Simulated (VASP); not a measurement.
# GaSi16 (a cell with a defect) in VASP: a series of runs

GaSi16 (a cell with a defect) is run at these levels: PBE+D3(BJ); tasks: single point.

Program: VASP 6.6.1. These are calculated values, not measurements. Logs are shortened: lines on timing, memory, paths and dates and some standing lists are left out, and cuts for length are marked.

## (1) The cell of the first run

The cell holds a defect, 17 atoms: a = 7.679 Å, b = 7.679 Å, c = 7.679 Å, α = 60.00°, β = 60.00°, γ = 60.00°.

## (2) Single point, PBE+D3(BJ), collinear spin, zero start

Input file INCAR:

```
SYSTEM = GaSi16
PREC = Accurate
ENCUT = 520
EDIFF = 1E-6
ISMEAR = 0
SIGMA = 0.02
LREAL = Auto
LASPH = .TRUE.
NELM = 150
ALGO = Normal
ISIF = 2
LWAVE = .FALSE.
LCHARG = .TRUE.
ISPIN = 2
MAGMOM = 0 0 0 0 0 0 0 0 0 0 0 0 0 0 0 0 0
LORBIT = 11
GGA = PE
IVDW = 12
LELF = .TRUE.
LVHAR = .TRUE.
NBANDS = 56
```

Input file KPOINTS:

```
regular mesh
0
G
  2 2 2
  0 0 0
```

Input file POSCAR:

```
GaSi16
1.0
    0.0000000000      5.4300000000      5.4300000000
    5.4300000000      0.0000000000      5.4300000000
    5.4300000000      5.4300000000      0.0000000000
Si Ga
16 1
Direct
    0.0078393186      0.0069070902     -0.0225641805
    0.1215766114      0.1207775322      0.1223821363
    0.0011890424      0.0004608656      0.4956251381
    0.1315189687      0.1307106814      0.6062720074
   -0.0228878453      0.5073329650      0.0077594843
    0.1215755985      0.6345039595      0.1223654696
    0.0012960405      0.5019807551      0.4954474217
    0.1177124309      0.6270474217      0.6273678637
    0.5080981584     -0.0238390424      0.0076609576
    0.6352841621      0.1207771639      0.1223830571
    0.5027451197      0.0004596685      0.4956274401
    0.6279192449      0.1166949355      0.6274881215
    0.5078156538      0.5073351750      0.0077598527
    0.6162453039      0.6152753223      0.1522570902
    0.4954030387      0.4942986188      0.5149192449
    0.6278936464      0.6270474217      0.6273698895
    0.3640606814      0.3630765193      0.9088251381
```

Potentials or basis: VASP PAW PBE potentials, release 64 (Si, Ga_d).

The run is started by

```console
cat potpaw_PBE.64/Si/POTCAR potpaw_PBE.64/Ga_d/POTCAR > POTCAR
mpirun -np 1 vasp_std > vasp.out
```

OUTCAR:

```text
SYSTEM = GaSi16
   PREC = Accurate
   ENCUT = 520
   EDIFF = 1E-6
   ISMEAR = 0
   LREAL = Auto
   LASPH = .TRUE.
   NELM = 150
   ISIF = 2
   ISPIN = 2
   LORBIT = 11
   GGA = PE
   IVDW = 12
 IVDW          = 12

 ion  position               nearest neighbor table
   1  0.008  0.007  0.977-   4 2.33   6 2.34   2 2.34  10 2.34
   2  0.122  0.121  0.122-   1 2.34   3 2.34   9 2.43   5 2.43  17 2.64
   3  0.001  0.000  0.496-   4 2.33   2 2.34  12 2.34   8 2.34
   4  0.132  0.131  0.606-   1 2.33  11 2.33   3 2.33   7 2.33
   5  0.977  0.507  0.008-  14 2.27   8 2.39   6 2.42   2 2.43  17 2.43
   6  0.122  0.635  0.122-   1 2.34   7 2.34  13 2.42   5 2.42  17 2.64
   7  0.001  0.502  0.495-   4 2.33   6 2.34  16 2.34   8 2.34
   8  0.118  0.627  0.627-   7 2.34   3 2.34  15 2.37   5 2.39  17 2.87
   9  0.508  0.976  0.008-  14 2.27  12 2.39   2 2.43  10 2.43  17 2.43
  10  0.635  0.121  0.122-   1 2.34  11 2.34   9 2.43  13 2.43  17 2.64
  11  0.503  0.000  0.496-   4 2.33  10 2.34  12 2.34  16 2.34
  12  0.628  0.117  0.627-   3 2.34  11 2.34  15 2.37   9 2.39  17 2.87
  13  0.508  0.507  0.008-  14 2.27  16 2.39   6 2.42  10 2.43  17 2.43
  14  0.616  0.615  0.152-   5 2.27  13 2.27   9 2.27  15 2.27
  15  0.495  0.494  0.515-  14 2.27  12 2.37  16 2.37   8 2.37  17 2.47
  16  0.628  0.627  0.627-   7 2.34  11 2.34  15 2.37  13 2.39  17 2.87
  17  0.364  0.363  0.909-   9 2.43  13 2.43   5 2.43  15 2.47  10 2.64   2 2.64   6 2.64  12 2.87
                            16 2.87   8 2.87

  LATTYP: Found a face centered cubic cell.
 ALAT       =    10.8600000000

  Lattice vectors:

 A1 = (   0.0000000000,   5.4300000000,   5.4300000000)
 A2 = (   5.4300000000,   0.0000000000,   5.4300000000)
 A3 = (   5.4300000000,   5.4300000000,   0.0000000000)

Analysis of symmetry for initial positions (statically):
=====================================================================
 Subroutine PRICEL returns:
 Original cell was already a primitive cell.

 Routine SETGRP: Setting up the symmetry group for a
 face centered cubic supercell.

 Subroutine GETGRP returns: Found  2 space group operations
 (whereof  1 operations were pure point group operations)
 out of a pool of 48 trial point group operations.

The static configuration has the point symmetry C_1 .
 The point group associated with its full space group is C_1h.

Analysis of symmetry for dynamics (positions and initial velocities):
=====================================================================
 Subroutine PRICEL returns:
 Original cell was already a primitive cell.

 Routine SETGRP: Setting up the symmetry group for a
 face centered cubic supercell.

 Subroutine GETGRP returns: Found  2 space group operations
 (whereof  1 operations were pure point group operations)
 out of a pool of 48 trial point group operations.

[... 176 lines left out ...]
  energy without entropy =      -85.60694372  energy(sigma->0) =      -85.60833717

 E-fermi :   6.8874     XC(G=0):  -9.7336

 val. band max:        6.8857114475   @ k =   0.0000   0.0000   0.0000
 cond. band min:       6.8892844990   @ k =   0.0000   0.0000   0.0000
 fundamental gap:      0.0035730515
 Fermi energy:         6.8873937549

 spin component 1

 k-point     1 :       0.0000    0.0000    0.0000
  band No.  band energies     occupation
      1      -8.6900      1.00000
      2      -8.6898      1.00000
      3      -8.6810      1.00000
      4      -8.6575      1.00000
      5      -8.6572      1.00000
      6      -6.1487      1.00000
[... 307 lines left out ...]
     49      10.3228      0.00000
     50      10.4034      0.00000
 Fermi energy:         6.8873937549

 spin component 2

 k-point     1 :       0.0000    0.0000    0.0000
  band No.  band energies     occupation
      1      -8.6900      1.00000
      2      -8.6898      1.00000
      3      -8.6810      1.00000
      4      -8.6575      1.00000
      5      -8.6572      1.00000
      6      -6.1487      1.00000
[... 307 lines left out ...]
     49      10.3225      0.00000
     50      10.4037      0.00000
 [bands above 50 left out]

------------------------ aborting loop because EDIFF is reached ----------------------------------------

 Edisp (eV)   -5.62347

 E8    (eV) :    -2.3456

  FORCE on cell =-STRESS in cart. coord.  units (eV):
  Direction    XX          YY          ZZ          XY          YZ          ZX
  --------------------------------------------------------------------------------------
  -------------------------------------------------------------------------------------
  Total       6.40507     6.29212     6.29212    -0.14718     0.19384     0.14718
  in kB      32.04832    31.48317    31.48317    -0.73643     0.96991     0.73643
  external pressure =       31.67 kB  Pullay stress =        0.00 kB

 VOLUME and BASIS-vectors are now :
 -----------------------------------------------------------------------------
  energy-cutoff  :      520.00
  volume of cell :      320.21
      direct lattice vectors                 reciprocal lattice vectors
     0.000000000  5.430000000  5.430000000    -0.092081031  0.092081031  0.092081031
     5.430000000  0.000000000  5.430000000     0.092081031 -0.092081031  0.092081031
     5.430000000  5.430000000  0.000000000     0.092081031  0.092081031 -0.092081031

 POSITION                                       TOTAL-FORCE (eV/Angst)
 -----------------------------------------------------------------------------------
      5.34498      5.35004      0.08007         0.040436      0.042849     -0.042849
      1.32036      1.32470      1.31598         0.024518      0.024413      0.002013
      2.69375      2.69770      0.00896         0.028351      0.027054      0.002450
      4.00182      4.00621      1.42391         0.051746      0.051069     -0.051069
      2.79695      5.34785      8.06054        -0.009204      0.020842      0.012028
      4.10980      1.32460      4.10551        -0.001599      0.023419     -0.023419
[... 9 lines left out ...]
      6.81149      6.81608      6.81433        -0.010760     -0.010862     -0.012043
      6.90643      6.91177      3.94835        -0.071142     -0.070571      0.070571
 -----------------------------------------------------------------------------------
    total drift:                                0.002619      0.005432      0.002631

  FREE ENERGIE OF THE ION-ELECTRON SYSTEM (eV)
  ---------------------------------------------------
  free  energy   TOTEN  =       -91.2332005511 eV

  energy  without entropy=      -91.2304136525  energy(sigma->0) =      -91.23180710

 total charge

# of ion       s       p       d       tot
------------------------------------------
    1        0.747   0.952   0.000   1.699
    2        0.747   0.924   0.000   1.671
    3        0.745   0.956   0.000   1.701
    4        0.737   0.968   0.000   1.704
    5        0.760   0.933   0.000   1.693
    6        0.746   0.925   0.000   1.671
[... 9 lines left out ...]
   16        0.746   0.934   0.000   1.680
   17        1.080   0.725  10.055  11.861
--------------------------------------------------
tot         13.062  15.842  10.055  38.960

 magnetization (x)

# of ion       s       p       d       tot
------------------------------------------
    1       -0.000   0.000   0.000   0.000
    2        0.000   0.000   0.000   0.000
    3        0.000   0.000   0.000   0.000
    4       -0.000  -0.000   0.000  -0.000
    5        0.000   0.000   0.000   0.000
    6       -0.000  -0.000   0.000  -0.000
[... 9 lines left out ...]
   16        0.000   0.000   0.000   0.000
   17       -0.000  -0.000   0.000  -0.000
--------------------------------------------------
tot          0.000   0.000   0.000   0.000
```

stdout:

```text
POSCAR found type information on POSCAR SiGa
 POSCAR found :  2 types and      17 ions
 scaLAPACK will be used
 LDA part: xc-table for (Slater+PW92), standard interpolation
 POSCAR, INCAR and KPOINTS ok, starting setup
 FFT: planning ... GRIDC
 FFT: planning ... GRID_SOFT
 FFT: planning ... GRID
 WAVECAR not read
 entering main loop
```

Wall time 3.2 min (1 thread of Intel Xeon 6975P-C (Granite Rapids), shared host); peak memory 0.7 GiB.

What came out:

* Free energy: -91.2332 eV
* Pressure: 3.2 GPa
* Largest force: 0.123 eV/Å
* Net moment: 0.00 μB per cell
* Valence electrons inside the program's atomic spheres: Si 1.70, 1.67, 1.69, 1.68, 1.76 (each value once); Ga 11.86
* Dispersion energy per atom: -0.331 eV

Forces in eV/Å, atoms in the order of the input:
```
Si   0.040  0.043 -0.043
Si   0.025  0.024  0.002
Si   0.028  0.027  0.002
Si   0.052  0.051 -0.051
Si  -0.009  0.021  0.012
Si  -0.002  0.023 -0.023
Si  -0.004  0.026 -0.026
Si  -0.011  0.012  0.011
Si   0.018 -0.010  0.010
Si   0.025 -0.002 -0.024
Si   0.028 -0.002 -0.027
Si   0.013 -0.009  0.009
Si  -0.009 -0.012 -0.021
Si  -0.049 -0.048  0.048
Si  -0.063 -0.062  0.062
Si  -0.011 -0.011 -0.012
Ga  -0.071 -0.071  0.071
```

Stress tensor (GPa, compression positive):
```
 3.20 -0.07  0.07
-0.07  3.15  0.10
 0.07  0.10  3.15
```

Caveat: the k points lie up to 0.50 Å⁻¹ apart.

## (3) Single point, PBE+D3(BJ), collinear spin, zero start

Input file INCAR:

```
SYSTEM = GaSi16
PREC = Accurate ; ENCUT = 520
EDIFF = 1E-6 ; ISMEAR = 0
SIGMA = 0.02 ; LREAL = Auto
LASPH = .TRUE. ; NELM = 150
ALGO = Normal ; ISIF = 2
LWAVE = .FALSE. ; LCHARG = .TRUE.
ISPIN = 2 ; MAGMOM = 0 0 0 0 0 0 0 0 0 0 0 0 0 0 0 0 0
LORBIT = 11 ; GGA = PE
IVDW = 12 ; LELF = .TRUE.
LVHAR = .TRUE. ; NBANDS = 56
```

Input file KPOINTS:

```
Automatic mesh
0
G
  2 2 2
  0 0 0
```

Input file POSCAR:

```
GaSi16
1.0
    0.0000000000      5.4300000000      5.4300000000
    5.4300000000      0.0000000000      5.4300000000
    5.4300000000      5.4300000000      0.0000000000
Si Ga
16 1
Direct
    0.0133805709      0.0126260589     -0.0393628913
    0.1201056169      0.1193374770      0.1179465009
   -0.0001352670     -0.0008908840      0.4903511050
    0.1382166667      0.1374568140      0.5861345304
   -0.0315780847      0.5097677716      0.0112948435
    0.1200979742      0.6418882136      0.1179414365
   -0.0001308471      0.5099481584      0.4903369245
    0.1117781768      0.6280256906      0.6314323204
    0.5105142726     -0.0323258748      0.0113212707
    0.6426338858      0.1193377532      0.1179480663
    0.5106988950     -0.0008926335      0.4903543278
    0.6287870166      0.1109722836      0.6314794659
    0.5105387661      0.5097671271      0.0112976980
    0.6079758748      0.6072121547      0.1768629834
    0.4849227440      0.4841232965      0.5460586556
    0.6287881215      0.6280244015      0.6314374770
    0.3520436464      0.3513171271      0.9446195212
```

Potentials or basis: VASP PAW PBE potentials, release 64 (Si, Ga_d).

The run is started by

```console
cat potpaw_PBE.64/Si/POTCAR potpaw_PBE.64/Ga_d/POTCAR > POTCAR
mpirun -np 1 vasp_std > vasp.out
```

OUTCAR:

```text
SYSTEM = GaSi16
   PREC = Accurate
   ENCUT = 520
   EDIFF = 1E-6
   ISMEAR = 0
   LREAL = Auto
   LASPH = .TRUE.
   NELM = 150
   ISIF = 2
   ISPIN = 2
   LORBIT = 11
   GGA = PE
   IVDW = 12
 IVDW          = 12

 ion  position               nearest neighbor table
   1  0.013  0.013  0.961-   6 2.34   2 2.34  10 2.34   4 2.35
   2  0.120  0.119  0.118-   1 2.34   3 2.34   9 2.45   5 2.45  17 2.56
   3  1.000  0.999  0.490-  12 2.33   8 2.33   2 2.34   4 2.34
   4  0.138  0.137  0.586-  11 2.34   3 2.34   7 2.34   1 2.35
   5  0.968  0.510  0.011-  14 2.28   8 2.38  17 2.44   2 2.45   6 2.45
   6  0.120  0.642  0.118-   1 2.34   7 2.34  13 2.45   5 2.45  17 2.56
   7  1.000  0.510  0.490-  16 2.33   8 2.33   6 2.34   4 2.34
[... 903 lines left out ...]
      3.92910      3.93323      1.49691         0.086037      0.086100     -0.086100
      2.82937      5.31986      8.02657         0.003303      0.025497     -0.002193
      4.12588      1.29255      4.13758        -0.019373      0.034759     -0.034759
[... 9 lines left out ...]
      6.83888      6.84302      6.82449        -0.001297     -0.000866     -0.016916
      7.03694      7.04088      3.81925        -0.195172     -0.195200      0.195200
 -----------------------------------------------------------------------------------
    total drift:                                0.004534     -0.000653     -0.004103

  FREE ENERGIE OF THE ION-ELECTRON SYSTEM (eV)
  ---------------------------------------------------
  free  energy   TOTEN  =       -91.0957777778 eV

  energy  without entropy=      -91.0950131846  energy(sigma->0) =      -91.09539548

 total charge

# of ion       s       p       d       tot
------------------------------------------
    1        0.750   0.947   0.000   1.697
    2        0.748   0.920   0.000   1.669
    3        0.742   0.958   0.000   1.700
    4        0.742   0.955   0.000   1.697
    5        0.763   0.920   0.000   1.683
    6        0.748   0.920   0.000   1.669
[... 9 lines left out ...]
   16        0.748   0.939   0.000   1.687
   17        1.063   0.771  10.048  11.882
--------------------------------------------------
tot         13.070  15.816  10.048  38.934

 magnetization (x)

# of ion       s       p       d       tot
------------------------------------------
    1       -0.000   0.000   0.000   0.000
    2        0.000   0.000   0.000   0.000
    3       -0.000  -0.000   0.000  -0.000
    4        0.000   0.000   0.000   0.000
    5        0.000   0.000   0.000   0.000
    6        0.000  -0.000   0.000  -0.000
[... 9 lines left out ...]
   16        0.000   0.000   0.000   0.000
   17        0.000   0.000  -0.000  -0.000
--------------------------------------------------
tot          0.000   0.000  -0.000   0.000
```

Wall time 2.8 min (1 thread of Intel Xeon 6975P-C (Granite Rapids), shared host); peak memory 0.69 GiB.

Results:

- Free energy: -91.0958 eV
- Pressure: 2.9 GPa
- Largest force: 0.338 eV/Å
- Net moment: 0.00 μB per cell
- Valence electrons inside the program's atomic spheres: Si 1.70, 1.67, 1.68, 1.69, 1.74 (each value once); Ga 11.88
- Dispersion energy per atom: -0.331 eV

Forces on the atoms (eV/Å):
```
Si   0.062  0.063 -0.063
Si   0.035  0.034  0.019
Si   0.042  0.042  0.032
Si   0.086  0.086 -0.086
Si   0.003  0.025 -0.002
Si  -0.019  0.035 -0.035
Si  -0.033  0.043 -0.043
Si  -0.001  0.017  0.001
Si   0.025  0.003 -0.003
Si   0.035 -0.019 -0.034
Si   0.042 -0.032 -0.042
Si   0.017 -0.002  0.002
Si   0.003  0.002 -0.025
Si  -0.041 -0.041  0.041
Si  -0.059 -0.059  0.059
Si  -0.001 -0.001 -0.017
Ga  -0.195 -0.195  0.195
```

Stress tensor (GPa, compression positive):
```
 2.94 -0.73  0.73
-0.73  2.94  0.73
 0.73  0.73  2.94
```

Levels at points of the mesh, in eV from the Fermi level:
Spin up:
| k point | band 34 | band 35 | band 36 | band 37 | band 38 | band 39 | band 40 | band 41 | band 42 | band 43 |
| --- | --- | --- | --- | --- | --- | --- | --- | --- | --- | --- |
| (0.00, 0.00, 0.00) | -1.83 | -1.70 | -0.78 | -0.72 | -0.72 | -0.44 | -0.16 | -0.16 | 0.03 | 0.03 |
| (0.50, 0.00, 0.00) | -1.70 | -1.52 | -1.50 | -1.49 | -0.86 | 0.17 | 0.35 | 0.72 | 0.73 | 0.83 |
| (0.00, 0.50, 0.00) | -1.70 | -1.52 | -1.50 | -1.49 | -0.86 | 0.17 | 0.35 | 0.72 | 0.73 | 0.83 |
| (0.00, 0.00, 0.50) | -1.47 | -1.47 | -1.43 | -1.43 | -1.17 | -0.02 | 0.39 | 0.39 | 1.04 | 1.04 |
| (0.50, 0.50, 0.00) | -2.17 | -2.13 | -1.99 | -1.92 | -0.60 | 0.18 | 0.89 | 1.22 | 1.35 | 1.47 |
| (0.00, 0.50, 0.50) | -2.17 | -2.13 | -1.99 | -1.92 | -0.60 | 0.18 | 0.89 | 1.22 | 1.35 | 1.47 |
Spin down:
| k point | band 35 | band 36 | band 37 | band 38 | band 39 | band 40 | band 41 | band 42 |
| --- | --- | --- | --- | --- | --- | --- | --- | --- |
| (0.00, 0.00, 0.00) | -1.70 | -0.78 | -0.72 | -0.72 | -0.44 | -0.16 | -0.16 | 0.03 |
| (0.50, 0.00, 0.00) | -1.52 | -1.50 | -1.49 | -0.86 | 0.17 | 0.35 | 0.72 | 0.73 |
| (0.00, 0.50, 0.00) | -1.52 | -1.50 | -1.49 | -0.86 | 0.17 | 0.35 | 0.72 | 0.73 |
| (0.00, 0.00, 0.50) | -1.47 | -1.43 | -1.43 | -1.17 | -0.02 | 0.39 | 0.39 | 1.04 |
| (0.50, 0.50, 0.00) | -2.13 | -1.99 | -1.92 | -0.60 | 0.18 | 0.89 | 1.22 | 1.35 |
| (0.00, 0.50, 0.50) | -2.13 | -1.99 | -1.92 | -0.60 | 0.18 | 0.89 | 1.22 | 1.35 |

Caveat: the k points lie up to 0.50 Å⁻¹ apart.

(Part 1 of 2 ends here.)
